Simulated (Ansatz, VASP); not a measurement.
One calculation of Al2H, two programs

```
Al H
1.0
    -1.79687    1.79687    2.94705
     1.79687   -1.79687    2.94705
     1.79687    1.79687   -2.94705
Al H
2 1
Direct
  0.59300 0.59300 0.00000
  0.40700 0.40700 0.00000
  0.00000 0.00000 0.00000
```

Alike in both runs: task relaxation of cell and atoms; functional PBE; k mesh 6 × 6 × 6; occupations gaussian, width 0.1 eV; no spin polarisation.

```csv
,VASP,Ansatz
version,VASP 6.6.1,Ansatz 0.2.0
potentials or method,"VASP PAW PBE potentials, release 64 (Al, H), cutoff 600 eV","scalar-relativistic, plane waves, PAW"
valence electrons in the cell,7,7
```

```csv
,VASP,Ansatz,Ansatz less VASP
"gap on the k mesh at the Fermi level, each at its own relaxed structure (eV)",none,none,-
relaxed volume (Å³/atom),14.75,15.88,+1.128
relaxed length of the cell vector where the two differ most in proportion (Å),5.814,4.208,-1.6058
```

A gap of «none» marks a metal or a gap that the smearing closes. One of these differences is far larger than is usual between the two programs; its cause wasn't traced.

The k mesh is coarse, so the values compare programs but aren't converged. Noted on VASP's run: the volume moved by over 15 % at a fixed basis, so the end points are rough.
